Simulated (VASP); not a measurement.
# CaO (Fm-3m) in VASP: further runs

The runs below take CaO through single point, with PBE.

Program: VASP 6.6.1. These are calculated values, not measurements. Logs are shortened: lines on timing, memory, paths and dates and some standing lists are left out, and cuts for length are marked.

**1. The cell of the first run**

The structure is cubic, space group Fm-3m (No. 225). The conventional cell has a = 4.807 Å, b = 4.807 Å, c = 4.807 Å, α = 90.00°, β = 90.00°, γ = 90.00°. Within 3.2 Å of Ca (site symmetry m-3m) lie 6 O at 2.40 Å. Within 3.2 Å of O (site symmetry m-3m) lie 6 Ca at 2.40 Å.

**2. Single point, PBE**

The input, INCAR:

```
SYSTEM = CaO
PREC     = Accurate       ! precision mode
ENCUT    = 520            ! plane-wave cutoff, eV
EDIFF    = 1E-7           ! SCF threshold, eV
ISMEAR   = 0              ! smearing method
SIGMA    = 0.011          ! smearing width, eV
LREAL    = .FALSE.        ! projectors in reciprocal space
LASPH    = .TRUE.         ! aspherical terms in the spheres
NELM     = 80             ! most SCF steps
ALGO     = Normal         ! electronic algorithm
ISIF     = 2              ! what is computed and relaxed
LWAVE    = .FALSE.        ! write WAVECAR
LCHARG   = .FALSE.        ! write CHGCAR
GGA      = PE             ! functional
NBANDS   = 15             ! bands
```

The input, KPOINTS:

```
Automatic mesh
0
G
  10 10 10
  0 0 0
```

The input, POSCAR:

```
CaO
1.0
    0.0000000000      2.4035556960      2.4035556960
    2.4035556960      0.0000000000      2.4035556960
    2.4035556960      2.4035556960      0.0000000000
Ca O
1 1
Direct
    0.0000000000      0.0000000000      0.0000000000
    0.5000000000      0.5000000000      0.5000000000
```

Potentials or basis: VASP PAW PBE potentials, release 64 (Ca_sv, O).

Command:

```
> cat potpaw_PBE.64/Ca_sv/POTCAR potpaw_PBE.64/O/POTCAR > POTCAR
> mpirun -np 1 vasp_std > vasp.out
```

OUTCAR:

```text
SYSTEM = CaO
   PREC = Accurate
   ENCUT = 520
   EDIFF = 1E-7
   ISMEAR = 0
   LREAL = .FALSE.
   LASPH = .TRUE.
   NELM = 80
   ISIF = 2
   GGA = PE

 ion  position               nearest neighbor table
   1  0.000  0.000  0.000-   2 2.40   2 2.40   2 2.40   2 2.40   2 2.40   2 2.40
   2  0.500  0.500  0.500-   1 2.40   1 2.40   1 2.40   1 2.40   1 2.40   1 2.40

  LATTYP: Found a face centered cubic cell.
 ALAT       =     4.8071113920

  Lattice vectors:

 A1 = (   0.0000000000,   2.4035556960,   2.4035556960)
 A2 = (   2.4035556960,   0.0000000000,   2.4035556960)
 A3 = (   2.4035556960,   2.4035556960,   0.0000000000)

Analysis of symmetry for initial positions (statically):
=====================================================================
 Subroutine PRICEL returns:
 Original cell was already a primitive cell.

 Routine SETGRP: Setting up the symmetry group for a
 face centered cubic supercell.

 Subroutine GETGRP returns: Found 48 space group operations
 (whereof 48 operations were pure point group operations)
 out of a pool of 48 trial point group operations.

The static configuration has the point symmetry O_h .

Analysis of symmetry for dynamics (positions and initial velocities):
=====================================================================
 Subroutine PRICEL returns:
 Original cell was already a primitive cell.

 Routine SETGRP: Setting up the symmetry group for a
 face centered cubic supercell.

 Subroutine GETGRP returns: Found 48 space group operations
 (whereof 48 operations were pure point group operations)
 out of a pool of 48 trial point group operations.

The dynamic configuration has the point symmetry O_h .

 Subroutine INISYM returns: Found 48 space group operations
 (whereof 48 operations are pure point group operations),
 and found     1 'primitive' translations

----------------------------------------------------------------------------------------

                                     Primitive cell

  volume of cell :      27.7711

  direct lattice vectors                    reciprocal lattice vectors
     0.000000000  2.403555696  2.403555696    -0.208025136  0.208025136  0.208025136
     2.403555696  0.000000000  2.403555696     0.208025136 -0.208025136  0.208025136
     2.403555696  2.403555696  0.000000000     0.208025136  0.208025136 -0.208025136

  length of vectors
     3.399141063  3.399141063  3.399141063     0.360310104  0.360310104  0.360310104

  position of ions in fractional coordinates (direct lattice)
     0.000000000  0.000000000  0.000000000
     0.500000000  0.500000000  0.500000000

  ion indices of the primitive-cell ions
   primitive index   ion index
                 1           1
                 2           2

[... 88 lines left out ...]
   IALGO  =     38    algorithm
   IMIX   =      4    mixing-type and parameters
     AMIX     =   0.40;   BMIX     =  1.00
     AMIX_MAG =   1.60;   BMIX_MAG =  1.00
  volume/ion in A,a.u.               =      13.89        93.70
  Fermi-wavevector in a.u.,A,eV,Ry     =   1.362231  2.574243 25.247954  1.855672
  Thomas-Fermi vector in A             =   2.488738
   LORBIT       =      0    0 simple, 1 ext, 2 COOP (PROOUT), +10 PAW based schemes
   GGA     = PE    functional components
   LHFCALC =     F    Hartree Fock is set to
   AEXX    =    0.0000 exact exchange contribution
   IVDW    =     0    specifies the selected vdW correction
   LEPSILON=     F    determine dielectric tensor
   LRPA    =     F    only Hartree local field effects (RPA)
 non-spin polarized calculation
 Gauss-broadening in eV      SIGMA  =   0.01
  energy-cutoff  :      520.00
  volume of cell :       27.77
 maximum number of plane-waves:       763
 NGX is ok and might be reduce to    28
   NGX = 13   NGY = 13   NGZ = 13

 number of electron      15.9999997 magnetization

 Free energy of the ion-electron system (eV)
  ---------------------------------------------------
  ext. energy  EPLUGINS =         0.00000000
  ---------------------------------------------------
  free energy    TOTEN  =       -12.80137717 eV

  energy without entropy =      -12.80137717  energy(sigma->0) =      -12.80137717

 E-fermi :   2.4403     XC(G=0): -10.4734

 val. band max:        2.3469328852   @ k =   0.0000   0.0000   0.0000
 cond. band min:       5.9829681159   @ k =   0.5000   0.5000   0.0000
 fundamental gap:      3.6360352307
 Fermi energy:         2.4403413838

 k-point     1 :       0.0000    0.0000    0.0000
  band No.  band energies     occupation
      1     -35.2911      2.00000
      2     -16.0553      2.00000
      3     -16.0553      2.00000
      4     -16.0553      2.00000
      5     -13.1844      2.00000
      6       2.3469      2.00000
      7       2.3469      2.00000
      8       2.3469      2.00000
      9       7.0567      0.00000
     10       8.5718      0.00000
     11       8.5718      0.00000
     12       8.5718      0.00000
     13      10.0747      0.00000
     14      10.0747      0.00000
[... 401 lines left out ...]
      2     -16.6988      2.00000
      3     -16.2543      2.00000
      4     -16.2272      2.00000
      5     -12.6657      2.00000
      6       0.6707      2.00000
      7       1.7934      2.00000
      8       1.8934      2.00000
      9       6.6523      0.00000
     10       9.9894      0.00000
     11      11.1212      0.00000
     12      11.2060      0.00000
     13      11.3436      0.00000
     14      13.1497      0.00000
     15      17.9186      0.00000

 [... further k-points ...]

------------------------ aborting loop because EDIFF is reached ----------------------------------------

  FORCE on cell =-STRESS in cart. coord.  units (eV):
  Direction    XX          YY          ZZ          XY          YZ          ZX
  --------------------------------------------------------------------------------------
  -------------------------------------------------------------------------------------
  Total        0.3816349      0.3816349      0.3816349      0.0000000      0.0000000      0.0000000
  in kB       22.0174023     22.0174023     22.0174023      0.0000000      0.0000000      0.0000000
  external PRESSURE =      22.0174023 kB  Pullay stress =       0.0000000 kB

 VOLUME and BASIS-vectors are now :
 -----------------------------------------------------------------------------
  energy-cutoff  :      520.00
  volume of cell :       27.77
      direct lattice vectors                 reciprocal lattice vectors
     0.000000000  2.403555696  2.403555696    -0.208025136  0.208025136  0.208025136
     2.403555696  0.000000000  2.403555696     0.208025136 -0.208025136  0.208025136
     2.403555696  2.403555696  0.000000000     0.208025136  0.208025136 -0.208025136

 POSITION                                       TOTAL-FORCE (eV/Angst)
 -----------------------------------------------------------------------------------
      0.00000      0.00000      0.00000         0.000000      0.000000     -0.000000
      2.40356      2.40356      2.40356        -0.000000     -0.000000      0.000000
 -----------------------------------------------------------------------------------
    total drift:                                0.000000      0.000000      0.000000

  FREE ENERGIE OF THE ION-ELECTRON SYSTEM (eV)
  ---------------------------------------------------
  free  energy   TOTEN  =       -12.8013771703 eV

  energy  without entropy=      -12.8013771703  energy(sigma->0) =      -12.80137717
```

OSZICAR:

```text
N       E                     dE             d eps       ncg     rms          rms(c)
DAV:   1     0.123280313487E+03    0.12328E+03   -0.82952E+03  1410   0.109E+03
DAV:   2    -0.928499651656E+01   -0.13257E+03   -0.12316E+03  1767   0.289E+02
DAV:   3    -0.143718596471E+02   -0.50869E+01   -0.50497E+01  1712   0.589E+01
DAV:   4    -0.145119641808E+02   -0.14010E+00   -0.14002E+00  1978   0.857E+00
DAV:   5    -0.145131264226E+02   -0.11622E-02   -0.11622E-02  1699   0.764E-01    0.856E+00
DAV:   6    -0.128782666314E+02    0.16349E+01   -0.51011E+00  1600   0.220E+01    0.359E+00
DAV:   7    -0.128047441569E+02    0.73522E-01   -0.40716E-01  1585   0.660E+00    0.180E+00
DAV:   8    -0.128022370885E+02    0.25071E-02   -0.75381E-02  1823   0.296E+00    0.419E-01
DAV:   9    -0.128007438824E+02    0.14932E-02   -0.45518E-03  1452   0.564E-01    0.109E-01
DAV:  10    -0.128014008524E+02   -0.65697E-03   -0.72411E-04  1746   0.242E-01    0.424E-02
DAV:  11    -0.128013772523E+02    0.23600E-04   -0.48434E-05  1688   0.826E-02    0.678E-03
DAV:  12    -0.128013770495E+02    0.20277E-06   -0.71953E-06  1676   0.237E-02    0.318E-03
DAV:  13    -0.128013771497E+02   -0.10025E-06   -0.24647E-07  1798   0.495E-03    0.417E-04
DAV:  14    -0.128013771703E+02   -0.20604E-07   -0.25266E-08   894   0.163E-03
   1 F= -.12801377E+02 E0= -.12801377E+02  d E =-.898112E-36
```

stdout:

```text
POSCAR found type information on POSCAR CaO
 POSCAR found :  2 types and       2 ions
 scaLAPACK will be used
 LDA part: xc-table for (Slater+PW92), standard interpolation
 POSCAR, INCAR and KPOINTS ok, starting setup
 FFT: planning ... GRIDC
 FFT: planning ... GRID_SOFT
 FFT: planning ... GRID
 WAVECAR not read
 entering main loop
```

It took 33 s on 1 thread of Intel Xeon 8259CL, shared host; peak memory 0.17 GiB.

What came out:

```yaml
Free_energy: -12.8014 eV
Pressure: 2.2 GPa
Band_gap_on_the_k_mesh: 3.64 eV, indirect (least direct gap 4.01 eV)
```

A k mesh can miss the band edges. As with any semilocal functional, this PBE gap is likely too small.

**3. Single point, PBE**

The input, INCAR:

```
SYSTEM = CaO
ALGO = Normal ; EDIFF = 1E-6
ENCUT = 520 ; GGA = PE
ISIF = 2 ; ISMEAR = 0
LASPH = .True. ; LCHARG = .True.
LELF = .True. ; LREAL = .False.
LVHAR = .True. ; LWAVE = .False.
NBANDS = 15 ; NELM = 100
PREC = Accurate ; SIGMA = 0.024
```

The input, KPOINTS:

```
k-points
0
Gamma
  10 10 10
  0 0 0
```

POSCAR is that of step 2.

Potentials or basis: VASP PAW PBE potentials, release 64 (Ca_sv, O).

Command:

```
> cat potpaw_PBE.64/Ca_sv/POTCAR potpaw_PBE.64/O/POTCAR > POTCAR
> mpirun -np 1 vasp_std > vasp.out
```

Run time: 31 s. Hardware: 1 thread of Intel Xeon 8259CL, shared host; peak memory 0.17 GiB.

Results (log left out):

- Free energy: -12.8014 eV
- Pressure: 2.2 GPa
- Band gap on the k mesh: 3.64 eV, indirect (least direct gap 4.01 eV)

Levels at points of the mesh, in eV from the valence-band top:
| k point | band 6 | band 7 | band 8 | band 9 | band 10 | band 11 |
| --- | --- | --- | --- | --- | --- | --- |
| (0.00, 0.00, 0.00) | 0.00 | 0.00 | 0.00 | 4.71 | 6.22 | 6.22 |
| (0.50, 0.00, 0.00) | -2.64 | -1.20 | -1.20 | 7.05 | 8.35 | 8.35 |
| (0.50, 0.50, 0.00) | -1.30 | -0.37 | -0.37 | 3.64 | 8.04 | 8.89 |

A k mesh can miss the band edges. A hybrid or GW would open this gap; PBE tends to underestimate it.
